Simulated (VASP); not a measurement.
# Nb (P6_3/mmc) in VASP: a series of runs

The runs below take Nb through single point, relaxation of shape and atoms at fixed volume, relaxation of cell and atoms, with LDA.

Everything below comes from runs of VASP 6.6.1. Logs are shortened: lines on timing, memory, paths and dates and some standing lists are left out, and cuts for length are marked.

## (1) The cell of the first run

It takes space group P6_3/mmc (No. 194, hexagonal). The conventional cell has a = 2.470 Å, b = 2.470 Å, c = 4.341 Å, α = 90.00°, β = 90.00°, γ = 120.00°. Nb (site symmetry -6m2) has 12 Nb at 2.47 to 2.60 Å within 3.3 Å.

This isn't the form of Nb at room conditions, which is bcc.

## (2) Single point, LDA (11.46 Å³/atom)

File INCAR:

```
SYSTEM = Nb
  PREC = Accurate
  ENCUT = 520
  EDIFF = 1E-7
  ISMEAR = -1
  SIGMA = 0.05
  LREAL = .False.
  LASPH = .True.
  NELM = 80
  ALGO = Normal
  ISIF = 2
  LWAVE = .False.
  LCHARG = .False.
  NBANDS = 20
```

File KPOINTS:

```
regular mesh
0
Gamma
  15 15 8
  0 0 0
```

File POSCAR:

```
Nb
1.0
    2.4696643808      0.0000000000      0.0000000000
   -1.2348321904      2.1387920926      0.0000000000
    0.0000000000      0.0000000000      4.3408973814
Nb
2
Direct
    0.3333333333      0.6666666667      0.2500000000
    0.6666666667      0.3333333333      0.7500000000
```

Potentials or basis: VASP PAW LDA potentials, release 64 (Nb_sv).

Command:

```bash
$ cat potpaw_LDA.64/Nb_sv/POTCAR > POTCAR
$ mpirun -np 1 vasp_std > vasp.out
```

OUTCAR:

```text
SYSTEM = Nb
   PREC = Accurate
   ENCUT = 520
   EDIFF = 1E-7
   ISMEAR = -1
   LREAL = .False.
   LASPH = .True.
   NELM = 80
   ISIF = 2

 ion  position               nearest neighbor table
   1  0.333  0.667  0.250-   2 2.60   2 2.60   2 2.60   2 2.60   2 2.60   2 2.60
   2  0.667  0.333  0.750-   1 2.60   1 2.60   1 2.60   1 2.60   1 2.60   1 2.60

  LATTYP: Found a hexagonal cell.
 ALAT       =     2.4696643808
 C/A-ratio  =     1.7576871640

  Lattice vectors:

 A1 = (   2.4696643808,   0.0000000000,   0.0000000000)
 A2 = (  -1.2348321904,   2.1387920926,   0.0000000000)
 A3 = (   0.0000000000,   0.0000000000,   4.3408973814)

Analysis of symmetry for initial positions (statically):
=====================================================================
 Subroutine PRICEL returns:
 Original cell was already a primitive cell.

 Routine SETGRP: Setting up the symmetry group for a
 hexagonal supercell.

 Subroutine GETGRP returns: Found 24 space group operations
 (whereof 12 operations were pure point group operations)
 out of a pool of 24 trial point group operations.

The static configuration has the point symmetry D_3d.
 The point group associated with its full space group is D_6h.

Analysis of symmetry for dynamics (positions and initial velocities):
=====================================================================
 Subroutine PRICEL returns:
 Original cell was already a primitive cell.

 Routine SETGRP: Setting up the symmetry group for a
 hexagonal supercell.

 Subroutine GETGRP returns: Found 24 space group operations
 (whereof 12 operations were pure point group operations)
 out of a pool of 24 trial point group operations.

The dynamic configuration has the point symmetry D_3d.
 The point group associated with its full space group is D_6h.

 Subroutine INISYM returns: Found 24 space group operations
 (whereof 12 operations are pure point group operations),
 and found     1 'primitive' translations

----------------------------------------------------------------------------------------

                                     Primitive cell

  volume of cell :      22.9290

  direct lattice vectors                    reciprocal lattice vectors
     2.469664381  0.000000000  0.000000000     0.404913318  0.233776813  0.000000000
    -1.234832190  2.138792093  0.000000000     0.000000000  0.467553627  0.000000000
     0.000000000  0.000000000  4.340897381     0.000000000  0.000000000  0.230367114

  length of vectors
     2.469664381  2.469664381  4.340897381     0.467553627  0.467553627  0.230367114

  position of ions in fractional coordinates (direct lattice)
     0.333333333  0.666666667  0.250000000
     0.666666667  0.333333333  0.750000000

  ion indices of the primitive-cell ions
   primitive index   ion index
                 1           1
                 2           2

----------------------------------------------------------------------------------------

 KPOINTS: regular mesh

Automatic generation of k-mesh.
 Grid dimensions read from file:
 generate k-points for:   15   15    8

 Generating k-lattice:

  Cartesian coordinates                     Fractional coordinates (reciprocal lattice)
     0.026994221  0.015585121  0.000000000     0.066666667  0.000000000  0.000000000
     0.000000000  0.031170242  0.000000000     0.000000000  0.066666667  0.000000000
     0.000000000  0.000000000  0.028795889     0.000000000  0.000000000  0.125000000

  Length of vectors
     0.031170242  0.031170242  0.028795889

  Shift w.r.t. Gamma in fractional coordinates (k-lattice)
     0.000000000  0.000000000  0.000000000

 Subroutine IBZKPT returns following result:
 ===========================================

 Found    135 irreducible k-points:

 Following reciprocal coordinates:
            Coordinates               Weight
  0.000000  0.000000  0.000000      1.000000
  0.066667  0.000000  0.000000      6.000000
  0.133333  0.000000  0.000000      6.000000
  0.200000  0.000000  0.000000      6.000000
  0.266667  0.000000  0.000000      6.000000
  0.333333  0.000000  0.000000      6.000000
[... 16 lines left out ...]
  0.333333  0.200000  0.000000     12.000000
  0.400000  0.200000  0.000000      6.000000
 [... further k-points ...]
   k-points           NKPTS =    135   k-points in BZ     NKDIM =    135   number of bands    NBANDS=     20
   number of dos      NEDOS =    301   number of ions     NIONS =      2
   total plane-waves  NPLWV =  10368
   dimension x,y,z NGX =    18 NGY =   18 NGZ =   32
   dimension x,y,z NGXF=    36 NGYF=   36 NGZF=   64
   ions per type =               2
   NGX,Y,Z   is equivalent  to a cutoff of  12.12, 12.12, 12.26 a.u.
   NGXF,Y,Z  is equivalent  to a cutoff of  24.23, 24.23, 24.51 a.u.
 SYSTEM =  Nb
   PREC   = accura    normal or accurate (medium, high low for compatibility)
   ISTART =      0    job   : 0-new  1-cont  2-samecut
   ICHARG =      2    charge: 1-file 2-atom 10-const
   ISPIN  =      1    spin polarized calculation?
   LNONCOLLINEAR =      F non collinear calculations
   LSORBIT =      F    spin-orbit coupling
   LASPH  =      T    aspherical Exc in radial PAW
   ENCUT  =  520.0 eV  38.22 Ry    6.18 a.u.   4.59  4.59  8.07*2*pi/ulx,y,z
   NELM   =     80;   NELMIN=  2; NELMDL= -5     # of ELM steps
   EDIFF  = 0.1E-06   stopping-criterion for ELM
   LREAL  =      F    real-space projection
   EDIFFG = 0.1E-05   stopping-criterion for IOM
   NSW    =      0    number of steps for IOM
   IBRION =     -1    ionic relax: 0-MD 1-quasi-New 2-CG
   NFREE  =      0    steps in history (QN), initial steepest desc. (CG)
   ISIF   =      2    stress and relaxation
   ISYM   =      2    0-nonsym 1-usesym 2-fastsym
   POTIM  = 0.5000    time-step for ionic-motion
   TEBEG  =    0.0;   TEEND  =   0.0 temperature during run
   PSTRESS=    0.0 pullay stress
   NELECT =      26.0000    total number of electrons
   NUPDOWN=      -1.0000    fix difference up-down
   EMIN   =  10.00;   EMAX   =-10.00  energy-range for DOS
   EFERMI =   0.00;   METHOD = LEGACY
   ISMEAR =    -1;   SIGMA  =   0.05  broadening in eV -4-tet -1-fermi 0-gaus
   EFERMI_NEDOS =   21; number of points for ismear=-14 and -15
   IALGO  =     38    algorithm
   IMIX   =      4    mixing-type and parameters
     AMIX     =   0.40;   BMIX     =  1.00
     AMIX_MAG =   1.60;   BMIX_MAG =  1.00
  volume/ion in A,a.u.               =      11.46        77.37
  Fermi-wavevector in a.u.,A,eV,Ry     =   1.707146  3.226038 39.652094  2.914347
  Thomas-Fermi vector in A             =   2.786052
   LORBIT       =      0    0 simple, 1 ext, 2 COOP (PROOUT), +10 PAW based schemes
   GGA     = CA    functional components
   LHFCALC =     F    Hartree Fock is set to
   AEXX    =    0.0000 exact exchange contribution
   IVDW    =     0    specifies the selected vdW correction
   LEPSILON=     F    determine dielectric tensor
   LRPA    =     F    only Hartree local field effects (RPA)
 non-spin polarized calculation
  energy-cutoff  :      520.00
  volume of cell :       22.93
 maximum number of plane-waves:       630
   NGX =  9   NGY =  9   NGZ = 17

 number of electron      25.9999999 magnetization

 Free energy of the ion-electron system (eV)
  ---------------------------------------------------
  ext. energy  EPLUGINS =         0.00000000
  ---------------------------------------------------
  free energy    TOTEN  =       -17.20849764 eV

  energy without entropy =      -17.19670374  energy(sigma->0) =      -17.20260069

 E-fermi :  19.2764     XC(G=0): -15.2077

 val. band max:       19.2639110819   @ k =   0.2667   0.0667   0.2500
 cond. band min:      19.2846916775   @ k =   0.3333   0.1333   0.0000
 fundamental gap:      0.0207805956
 Fermi energy:        19.2763687245

 k-point     1 :       0.0000    0.0000    0.0000
  band No.  band energies     occupation
      1     -35.8808      2.00000
      2     -34.9142      2.00000
      3     -13.8809      2.00000
      4      -9.5464      2.00000
      5      -9.3740      2.00000
      6      -9.3740      2.00000
[... 12 lines left out ...]
     19      26.0433      0.00000
     20      26.0433      0.00000

 k-point     2 :       0.0667    0.0000    0.0000
  band No.  band energies     occupation
      1     -35.8324      2.00000
      2     -34.8807      2.00000
      3     -13.8155      2.00000
      4      -9.6042      2.00000
      5      -9.5555      2.00000
      6      -9.4374      2.00000
[... 12 lines left out ...]
     19      26.2269      0.00000
     20      27.3651      0.00000

 k-point     3 :       0.1333    0.0000    0.0000
  band No.  band energies     occupation
      1     -35.6924      2.00000
      2     -34.7858      2.00000
      3     -13.6240      2.00000
      4     -10.2335      2.00000
      5      -9.7821      2.00000
      6      -9.6080      2.00000
[... 12 lines left out ...]
     19      26.5986      0.00000
     20      29.4507      0.00000

 k-point     4 :       0.2000    0.0000    0.0000
  band No.  band energies     occupation
      1     -35.4766      2.00000
      2     -34.6457      2.00000
      3     -13.3204      2.00000
      4     -11.1104      2.00000
      5     -10.6128      2.00000
      6      -9.8429      2.00000
[... 12 lines left out ...]
     19      26.9205      0.00000
     20      31.4627      0.00000

 k-point     5 :       0.2667    0.0000    0.0000
  band No.  band energies     occupation
      1     -35.2111      2.00000
      2     -34.4866      2.00000
      3     -12.9294      2.00000
      4     -12.0572      2.00000
      5     -11.5072      2.00000
      6     -10.0952      2.00000
[... 12 lines left out ...]
     19      27.1077      0.00000
     20      33.0494      0.00000

 k-point     6 :       0.3333    0.0000    0.0000
  band No.  band energies     occupation
      1     -34.9331      2.00000
      2     -34.3415      2.00000
      3     -12.9148      2.00000
      4     -12.4893      2.00000
      5     -12.3187      2.00000
      6     -10.3230      2.00000
[... 12 lines left out ...]
     19      27.1782      0.00000
     20      32.5491      0.00000

 k-point     7 :       0.4000   -0.0000    0.0000
  band No.  band energies     occupation
      1     -34.6891      2.00000
      2     -34.2420      2.00000
      3     -13.5588      2.00000
      4     -12.9305      2.00000
      5     -12.0611      2.00000
      6     -10.4935      2.00000
[... 12 lines left out ...]
     19      27.5390      0.00000
     20      31.7513      0.00000
[... 277 lines left out ...]
 k-point    20 :       0.4000    0.1333    0.0000
  band No.  band energies     occupation
      1     -34.4677      2.00000
      2     -34.1825      2.00000
      3     -13.6998      2.00000
      4     -13.0746      2.00000
      5     -11.6187      2.00000
      6     -11.1170      2.00000
[... 12 lines left out ...]
     19      31.4935      0.00000
     20      33.4051      0.00000

 k-point    21 :       0.2000    0.2000    0.0000
  band No.  band energies     occupation
      1     -34.8667      2.00000
      2     -34.3070      2.00000
      3     -12.4971      2.00000
      4     -12.4354      2.00000
      5     -12.3817      2.00000
      6     -10.7146      2.00000
[... 12 lines left out ...]
     19      28.0883      0.00000
     20      35.1171      0.00000

 k-point    22 :       0.2667    0.2000    0.0000
  band No.  band energies     occupation
      1     -34.6345      2.00000
      2     -34.2155      2.00000
      3     -13.0162      2.00000
      4     -12.7082      2.00000
      5     -11.9670      2.00000
      6     -11.1632      2.00000
[... 12 lines left out ...]
     19      30.1644      0.00000
     20      35.8792      0.00000

 k-point    23 :       0.3333    0.2000    0.0000
  band No.  band energies     occupation
      1     -34.4511      2.00000
      2     -34.1738      2.00000
      3     -13.3687      2.00000
      4     -12.8397      2.00000
      5     -11.5890      2.00000
      6     -11.5247      2.00000
[... 12 lines left out ...]
     19      31.4205      0.00000
     20      34.0069      0.00000

 k-point    24 :       0.4000    0.2000    0.0000
  band No.  band energies     occupation
      1     -34.3731      2.00000
      2     -34.1709      2.00000
      3     -13.4924      2.00000
      4     -12.8742      2.00000
      5     -11.6660      2.00000
      6     -11.4033      2.00000
[... 12 lines left out ...]
     19      31.6985      0.00000
     20      33.3347      0.00000

 [... further k-points ...]

------------------------ aborting loop because EDIFF is reached ----------------------------------------

  FORCE on cell =-STRESS in cart. coord.  units (eV):
  Direction    XX          YY          ZZ          XY          YZ          ZX
  --------------------------------------------------------------------------------------
  -------------------------------------------------------------------------------------
  Total       24.1880128     24.1880128     24.1398004      0.0000000     -0.0000000      0.0000000
  in kB     1690.1480330   1690.1480330   1686.7791755      0.0000000     -0.0000000      0.0000000
  external PRESSURE =    1689.0250805 kB  Pullay stress =       0.0000000 kB

 VOLUME and BASIS-vectors are now :
 -----------------------------------------------------------------------------
  energy-cutoff  :      520.00
  volume of cell :       22.93
      direct lattice vectors                 reciprocal lattice vectors
     2.469664381  0.000000000  0.000000000     0.404913318  0.233776813  0.000000000
    -1.234832190  2.138792093  0.000000000     0.000000000  0.467553627  0.000000000
     0.000000000  0.000000000  4.340897381     0.000000000  0.000000000  0.230367114

 POSITION                                       TOTAL-FORCE (eV/Angst)
 -----------------------------------------------------------------------------------
     -0.00000      1.42586      1.08522         0.000000     -0.000000      0.000000
      1.23483      0.71293      3.25567        -0.000000      0.000000      0.000000
 -----------------------------------------------------------------------------------
    total drift:                               -0.000000      0.000000     -0.000000

  FREE ENERGIE OF THE ION-ELECTRON SYSTEM (eV)
  ---------------------------------------------------
  free  energy   TOTEN  =       -17.2084976362 eV

  energy  without entropy=      -17.1967037401  energy(sigma->0) =      -17.20260069
```

Wall time 25 s (1 thread of AMD EPYC 9R45 (Zen 5), shared host); peak memory 0.13 GiB.

Results:

```
Free energy            : -17.2085 eV
Pressure               : 168.9 GPa
Band gap on the k mesh : zero (bands 13 and 14 overlap by 4.32 eV)
```

Levels at points of the mesh, in eV from the Fermi level:
```
           k point  band 9  band 10  band 11  band 12  band 13  band 14  band 15  band 16  band 17  band 18
(0.00, 0.00, 0.00)   -6.31    -5.65    -2.01    -0.51    -0.51     0.52     0.52     3.13     3.13     3.98
(0.00, 0.00, 0.50)   -4.66    -4.66    -1.01    -1.01    -0.44    -0.44    -0.44    -0.44     5.80     5.80
```

Caveat: the cell stands under pressure.

## (3) Single point, LDA (11.46 Å³/atom)

File INCAR:

```
PREC     = Accurate       # precision mode
ENCUT    = 520            # plane-wave cutoff, eV
EDIFF    = 1E-6           # SCF threshold, eV
ISMEAR   = -1             # smearing method
SIGMA    = 0.05           # smearing width, eV
LREAL    = False          # projectors in reciprocal space
LASPH    = True           # aspherical terms in the spheres
NELM     = 80             # most SCF steps
ALGO     = Normal         # electronic algorithm
ISIF     = 2              # what is computed and relaxed
LWAVE    = False          # write WAVECAR
LCHARG   = False          # write CHGCAR
GGA      = CA             # functional
NBANDS   = 20             # bands
```

File KPOINTS:

```
Automatic mesh
0
Gamma
  15 15 8
```

POSCAR is that of step 2.

Potentials or basis: VASP PAW LDA potentials, release 64 (Nb_sv).

Command:

```bash
$ cat potpaw_LDA.64/Nb_sv/POTCAR > POTCAR
$ mpirun -np 1 vasp_std > vasp.out
```

It took 22 s on 1 thread of AMD EPYC 9R45 (Zen 5), shared host; peak memory 0.13 GiB.

It converged, with:

| Quantity | Value |
| --- | --- |
| Free energy | -17.2085 eV |
| Pressure | 168.9 GPa |
| Band gap on the k mesh | zero (bands 13 and 14 overlap by 4.32 eV) |

Stress tensor (GPa, compression positive):
```
169.02   0.00   0.00
  0.00 169.02   0.00
  0.00   0.00 168.71
```

Levels at points of the mesh, in eV from the Fermi level:
| k point | band 9 | band 10 | band 11 | band 12 | band 13 | band 14 | band 15 | band 16 | band 17 | band 18 |
| --- | --- | --- | --- | --- | --- | --- | --- | --- | --- | --- |
| (0.00, 0.00, 0.00) | -6.31 | -5.65 | -2.01 | -0.51 | -0.51 | 0.52 | 0.52 | 3.13 | 3.13 | 3.98 |
| (0.00, 0.00, 0.50) | -4.66 | -4.66 | -1.01 | -1.01 | -0.44 | -0.44 | -0.44 | -0.44 | 5.80 | 5.80 |

Caveat: the cell stands under pressure.

[end of part 1 of 2]
